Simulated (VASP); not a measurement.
# SiC (scan) (Pmma) in VASP: single point with r2SCAN

Aim: the single point of SiC (scan) with r2SCAN.

All numbers are computed with VASP 6.6.1; they aren't measurements. Logs are shortened: lines on timing, memory, paths and dates and some standing lists are left out, and cuts for length are marked.

**1. The cell of the first run**

The structure is orthorhombic, space group Pmma (No. 51). The conventional cell has a = 2.602 Å, b = 3.317 Å, c = 4.931 Å, α = 90.00°, β = 90.00°, γ = 90.00°. Within 2.1 Å of C (site symmetry mm2) lie 2 C at 1.56 Å and 2 Si at 1.95 Å. Within 2.6 Å of Si (site symmetry mm2) lie 2 C at 1.95 Å and 2 Si at 2.39 Å.

**2. Single point, r2SCAN**

POSCAR reads:

```
SiC
1.0
    0.0000000000     -2.3455738873     -2.3455738873
    0.0000000000      1.8399317124     -1.8399317124
    4.9307407833      0.0000000000      0.0000000000
C Si
2 2
Direct
    0.5000000000      0.5000000000      0.4628123623
    0.5000000000      0.0000000000      0.2871876377
    0.0000000000      0.0000000000      0.0788031510
    0.0000000000      0.5000000000      0.6711968490
```

INCAR.step1 reads:

```
PREC = Accurate ; ENCUT = 520
ISMEAR = 0 ; SIGMA = 0.1
LREAL = F ; LASPH = T
NELM = 100 ; NBANDS = 16
GGA = PE ; ALGO = Normal
EDIFF = 1E-4 ; LWAVE = T
LCHARG = F
```

INCAR.step2 reads:

```
PREC = Accurate ; ENCUT = 520
EDIFF = 1E-6 ; ISMEAR = 0
SIGMA = 0.1 ; LREAL = F
LASPH = T ; NELM = 100
ALGO = Normal ; ISIF = 2
LWAVE = F ; LCHARG = T
METAGGA = R2SCAN ; LMIXTAU = T
LELF = T ; LVHAR = T
NBANDS = 16 ; ISTART = 1
```

KPOINTS reads:

```
regular mesh
0
Gamma
  14 16 10
```

Potentials or basis: VASP PAW PBE potentials, release 64 (C, Si).

Started as:

```
cat potpaw_PBE.64/C/POTCAR potpaw_PBE.64/Si/POTCAR > POTCAR
cp INCAR.step1 INCAR
mpirun -np 1 vasp_std > vasp.out
cp INCAR.step2 INCAR
mpirun -np 1 vasp_std > vasp.out
```

OUTCAR:

```text
PREC = Accurate
   ENCUT = 520
   EDIFF = 1E-6
   ISMEAR = 0
   LREAL = F
   LASPH = T
   NELM = 100
   ISIF = 2
   METAGGA = R2SCAN
   ISTART = 1

 ion  position               nearest neighbor table
   1  0.500  0.500  0.463-   2 1.56   2 1.56   4 1.95   4 1.95
   2  0.500  0.000  0.287-   1 1.56   1 1.56   3 1.95   3 1.95
   3  0.000  0.000  0.079-   2 1.95   2 1.95   4 2.39   4 2.39
   4  0.000  0.500  0.671-   1 1.95   1 1.95   3 2.39   3 2.39

  LATTYP: Found a simple orthorhombic cell.
 ALAT       =     2.6020563815
 B/A-ratio  =     1.2748157290
 C/A-ratio  =     1.8949400245

  Lattice vectors:

 A1 = (   0.0000000000,  -1.8399317124,   1.8399317124)
 A2 = (   0.0000000000,  -2.3455738873,  -2.3455738873)
 A3 = (   4.9307407833,   0.0000000000,   0.0000000000)

Analysis of symmetry for initial positions (statically):
=====================================================================
 Subroutine PRICEL returns:
 Original cell was already a primitive cell.

 Routine SETGRP: Setting up the symmetry group for a
 simple orthorhombic supercell.

 Subroutine GETGRP returns: Found  8 space group operations
 (whereof  4 operations were pure point group operations)
 out of a pool of  8 trial point group operations.

The static configuration has the point symmetry C_2v.
 The point group associated with its full space group is D_2h.

Analysis of symmetry for dynamics (positions and initial velocities):
=====================================================================
 Subroutine PRICEL returns:
 Original cell was already a primitive cell.

 Routine SETGRP: Setting up the symmetry group for a
 simple orthorhombic supercell.

 Subroutine GETGRP returns: Found  8 space group operations
 (whereof  4 operations were pure point group operations)
 out of a pool of  8 trial point group operations.

The dynamic configuration has the point symmetry C_2v.
 The point group associated with its full space group is D_2h.

 Subroutine INISYM returns: Found  8 space group operations
 (whereof  4 operations are pure point group operations),
 and found     1 'primitive' translations

----------------------------------------------------------------------------------------

                                     Primitive cell

  volume of cell :      42.5592

  direct lattice vectors                    reciprocal lattice vectors
     0.000000000 -2.345573887 -2.345573887     0.000000000 -0.213167448 -0.213167448
     0.000000000  1.839931712 -1.839931712     0.000000000  0.271749216 -0.271749216
     4.930740783  0.000000000  0.000000000     0.202809282  0.000000000  0.000000000

  length of vectors
     3.317142403  2.602056382  4.930740783     0.301464296  0.384311427  0.202809282

  position of ions in fractional coordinates (direct lattice)
     0.500000000  0.500000000  0.462812362
     0.500000000  0.000000000  0.287187638
     0.000000000  0.000000000  0.078803151
     0.000000000  0.500000000  0.671196849

  ion indices of the primitive-cell ions
   primitive index   ion index
                 1           1
                 2           2
                 3           3
                 4           4

----------------------------------------------------------------------------------------

 KPOINTS: regular mesh

Automatic generation of k-mesh.
 Grid dimensions read from file:
 generate k-points for:   14   16   10

 Generating k-lattice:

  Cartesian coordinates                     Fractional coordinates (reciprocal lattice)
     0.000000000 -0.015226246 -0.015226246     0.071428571  0.000000000  0.000000000
     0.000000000  0.016984326 -0.016984326     0.000000000  0.062500000  0.000000000
     0.020280928  0.000000000  0.000000000     0.000000000  0.000000000  0.100000000

  Length of vectors
     0.021533164  0.024019464  0.020280928

  Shift w.r.t. Gamma in fractional coordinates (k-lattice)
     0.000000000  0.000000000  0.000000000

 Subroutine IBZKPT returns following result:
 ===========================================

 Found    432 irreducible k-points:

 Following reciprocal coordinates:
            Coordinates               Weight
  0.000000  0.000000  0.000000      1.000000
  0.071429  0.000000  0.000000      2.000000
  0.142857  0.000000  0.000000      2.000000
  0.214286  0.000000  0.000000      2.000000
  0.285714  0.000000  0.000000      2.000000
  0.357143  0.000000  0.000000      2.000000
[... 16 lines left out ...]
  0.428571  0.125000  0.000000      4.000000
  0.500000  0.125000  0.000000      2.000000
 [... further k-points ...]
   k-points           NKPTS =    432   k-points in BZ     NKDIM =    432   number of bands    NBANDS=     16
   number of dos      NEDOS =    301   number of ions     NIONS =      4
   total plane-waves  NPLWV =  22400
   dimension x,y,z NGX =    28 NGY =   20 NGZ =   40
   dimension x,y,z NGXF=    56 NGYF=   40 NGZF=   80
   ions per type =               2   2
   NGX,Y,Z   is equivalent  to a cutoff of  14.03, 12.78, 13.49 a.u.
   NGXF,Y,Z  is equivalent  to a cutoff of  28.07, 25.56, 26.97 a.u.
 SYSTEM =  unknown system
   PREC   = accura    normal or accurate (medium, high low for compatibility)
   ISTART =      1    job   : 0-new  1-cont  2-samecut
   ICHARG =      0    charge: 1-file 2-atom 10-const
   ISPIN  =      1    spin polarized calculation?
   LNONCOLLINEAR =      F non collinear calculations
   LSORBIT =      F    spin-orbit coupling
   LASPH  =      T    aspherical Exc in radial PAW
   ENCUT  =  520.0 eV  38.22 Ry    6.18 a.u.   6.17  4.84  9.17*2*pi/ulx,y,z
   NELM   =    100;   NELMIN=  2; NELMDL=  0     # of ELM steps
   EDIFF  = 0.1E-05   stopping-criterion for ELM
   LREAL  =      F    real-space projection
   EDIFFG = 0.1E-04   stopping-criterion for IOM
   NSW    =      0    number of steps for IOM
   IBRION =     -1    ionic relax: 0-MD 1-quasi-New 2-CG
   NFREE  =      0    steps in history (QN), initial steepest desc. (CG)
   ISIF   =      2    stress and relaxation
   ISYM   =      2    0-nonsym 1-usesym 2-fastsym
   POTIM  = 0.5000    time-step for ionic-motion
   TEBEG  =    0.0;   TEEND  =   0.0 temperature during run
   PSTRESS=    0.0 pullay stress
   NELECT =      16.0000    total number of electrons
   NUPDOWN=      -1.0000    fix difference up-down
   EMIN   =  10.00;   EMAX   =-10.00  energy-range for DOS
   EFERMI =   0.00;   METHOD = LEGACY
   ISMEAR =     0;   SIGMA  =   0.10  broadening in eV -4-tet -1-fermi 0-gaus
   EFERMI_NEDOS =   21; number of points for ismear=-14 and -15
   IALGO  =     38    algorithm
   IMIX   =      4    mixing-type and parameters
     AMIX     =   0.40;   BMIX     =  1.00
     AMIX_MAG =   1.60;   BMIX_MAG =  1.00
  volume/ion in A,a.u.               =      10.64        71.80
  Fermi-wavevector in a.u.,A,eV,Ry     =   1.181546  2.232797 18.994414  1.396050
  Thomas-Fermi vector in A             =   2.317817
   LORBIT       =      0    0 simple, 1 ext, 2 COOP (PROOUT), +10 PAW based schemes
   METAGGA = R2SCAN    functional components
   LHFCALC =     F    Hartree Fock is set to
   AEXX    =    0.0000 exact exchange contribution
   IVDW    =     0    specifies the selected vdW correction
   LEPSILON=     F    determine dielectric tensor
   LRPA    =     F    only Hartree local field effects (RPA)
 non-spin polarized calculation
 Gauss-broadening in eV      SIGMA  =   0.10
  energy-cutoff  :      520.00
  volume of cell :       42.56
 maximum number of plane-waves:      1170
 NGX is ok and might be reduce to    28
   NGX = 13   NGY =  9   NGZ = 19

 number of electron      15.9999999 magnetization

 Free energy of the ion-electron system (eV)
  ---------------------------------------------------
  ext. energy  EPLUGINS =         0.00000000
  ---------------------------------------------------
  free energy    TOTEN  =       -35.03460659 eV

  energy without entropy =      -35.03120277  energy(sigma->0) =      -35.03290468

 E-fermi :  10.2603     XC(G=0): -11.9687

 val. band max:       10.2597723721   @ k =   0.5000   0.1875   0.5000
 cond. band min:      10.2660254583   @ k =   0.3571   0.0625   0.3000
 fundamental gap:      0.0062530863
 Fermi energy:        10.2602795348

 k-point     1 :       0.0000    0.0000    0.0000
  band No.  band energies     occupation
      1      -9.6097      2.00000
      2      -2.3846      2.00000
      3      -2.3731      2.00000
      4       2.2153      2.00000
      5       4.9594      2.00000
      6       7.2950      2.00000
[... 8 lines left out ...]
     15      19.3539      0.00000
     16      20.8643      0.00000

 k-point     2 :       0.0714    0.0000    0.0000
  band No.  band energies     occupation
      1      -9.5634      2.00000
      2      -2.3924      2.00000
      3      -2.3254      2.00000
      4       1.9493      2.00000
      5       4.9720      2.00000
      6       7.3673      2.00000
[... 8 lines left out ...]
     15      19.5663      0.00000
     16      20.7439      0.00000

 k-point     3 :       0.1429    0.0000    0.0000
  band No.  band energies     occupation
      1      -9.4273      2.00000
      2      -2.4797      2.00000
      3      -2.1495      2.00000
      4       1.3973      2.00000
      5       5.0076      2.00000
      6       6.4636      2.00000
[... 8 lines left out ...]
     15      20.0257      0.00000
     16      20.4907      0.00000

 k-point     4 :       0.2143    0.0000    0.0000
  band No.  band energies     occupation
      1      -9.2119      2.00000
      2      -2.7082      2.00000
      3      -1.8618      2.00000
      4       0.9383      2.00000
      5       5.0600      2.00000
      6       5.2746      2.00000
[... 8 lines left out ...]
     15      20.2611      0.00000
     16      20.2632      0.00000
[... 324 lines left out ...]
 k-point    22 :       0.3571    0.1250    0.0000
  band No.  band energies     occupation
      1      -8.3664      2.00000
      2      -3.2684      2.00000
      3      -0.7889      2.00000
      4       1.1945      2.00000
      5       3.3652      2.00000
      6       3.9361      2.00000
[... 8 lines left out ...]
     15      20.1435      0.00000
     16      20.9476      0.00000

 k-point    23 :       0.4286    0.1250    0.0000
  band No.  band energies     occupation
      1      -8.1323      2.00000
      2      -3.6637      2.00000
      3      -0.3561      2.00000
      4       1.4474      2.00000
      5       2.6498      2.00000
      6       3.9557      2.00000
[... 8 lines left out ...]
     15      19.7169      0.00000
     16      21.0532      0.00000

 k-point    24 :       0.5000    0.1250    0.0000
  band No.  band energies     occupation
      1      -8.0387      2.00000
      2      -3.8178      2.00000
      3      -0.1484      2.00000
      4       1.5937      2.00000
      5       2.3398      2.00000
      6       3.6809      2.00000
[... 8 lines left out ...]
     15      19.7413      0.00000
     16      21.2456      0.00000

 [... further k-points ...]
[... 5 lines left out ...]
  --------------------------------------------------------------------------------------
  -------------------------------------------------------------------------------------
  Total       -0.0230882      0.0174565      0.0174565      0.0000000     -0.0336967      0.0000000
  in kB       -0.8691744      0.6571652      0.6571652      0.0000000     -1.2685415      0.0000000
  external PRESSURE =       0.1483854 kB  Pullay stress =       0.0000000 kB

 VOLUME and BASIS-vectors are now :
 -----------------------------------------------------------------------------
  energy-cutoff  :      520.00
  volume of cell :       42.56
      direct lattice vectors                 reciprocal lattice vectors
     0.000000000 -2.345573887 -2.345573887     0.000000000 -0.213167448 -0.213167448
     0.000000000  1.839931712 -1.839931712     0.000000000  0.271749216 -0.271749216
     4.930740783  0.000000000  0.000000000     0.202809282  0.000000000  0.000000000

 POSITION                                       TOTAL-FORCE (eV/Angst)
 -----------------------------------------------------------------------------------
      2.28201     -0.25282     -2.09275         0.047208     -0.000000      0.000000
      1.41605     -1.17279     -1.17279        -0.047208      0.000000     -0.000000
      0.38856      0.00000      0.00000        -0.022890     -0.000000      0.000000
      3.30950      0.91997     -0.91997         0.022890      0.000000     -0.000000
 -----------------------------------------------------------------------------------
    total drift:                                0.000000     -0.000000     -0.000000

  FREE ENERGIE OF THE ION-ELECTRON SYSTEM (eV)
  ---------------------------------------------------
  free  energy   TOTEN  =       -35.0346065878 eV

  energy  without entropy=      -35.0312027746  energy(sigma->0) =      -35.03290468
```

It took 5.4 min on 1 thread of Intel Xeon 6975P-C (Granite Rapids), shared host; peak memory 0.35 GiB.

What came out:

| Property | Result |
| --- | --- |
| Free energy | -35.0346 eV |
| Pressure | 0.0 GPa |
| Largest force | 0.047 eV/Å |
| Band gap on the k mesh | zero (band 8 reaches 12.93 eV, above the bottom of band 9 at 8.92 eV) |

Forces in eV/Å, atoms in the order of the input:
```
C    0.047  0.000  0.000
C   -0.047  0.000  0.000
Si  -0.023  0.000  0.000
Si   0.023  0.000  0.000
```

Levels at points of the mesh, in eV from the Fermi level:
| k point | band 4 | band 5 | band 6 | band 7 | band 8 | band 9 | band 10 | band 11 | band 12 | band 13 |
| --- | --- | --- | --- | --- | --- | --- | --- | --- | --- | --- |
| (0.00, 0.00, 0.00) | -8.04 | -5.30 | -2.97 | -1.87 | -1.74 | -0.48 | 1.49 | 4.22 | 6.49 | 6.57 |
| (0.50, 0.00, 0.00) | -8.98 | -8.20 | -6.80 | -5.03 | 2.67 | 3.07 | 5.13 | 5.66 | 6.34 | 7.93 |
| (0.00, 0.50, 0.00) | -8.22 | -6.92 | -6.92 | -4.11 | -4.11 | 1.71 | 1.71 | 4.01 | 4.01 | 6.47 |
| (0.50, 0.50, 0.00) | -9.20 | -6.72 | -6.72 | -4.98 | -4.98 | -0.81 | -0.81 | 0.88 | 0.88 | 10.16 |
| (0.00, 0.00, 0.50) | -7.58 | -7.16 | -5.28 | -3.12 | -1.24 | 1.79 | 3.78 | 4.28 | 4.66 | 4.85 |
| (0.50, 0.00, 0.50) | -11.51 | -5.02 | -4.11 | -3.26 | -0.69 | -0.39 | 5.79 | 6.50 | 6.88 | 6.92 |
| (0.00, 0.50, 0.50) | -9.81 | -4.38 | -4.38 | -4.05 | -4.05 | 0.22 | 0.22 | 4.07 | 4.07 | 4.87 |
| (0.50, 0.50, 0.50) | -8.45 | -7.13 | -7.13 | -6.95 | -6.95 | 2.54 | 2.54 | 3.30 | 3.30 | 6.22 |

Caveat: the PAW data sets were made with another functional, which shifts forces and pressure a little.
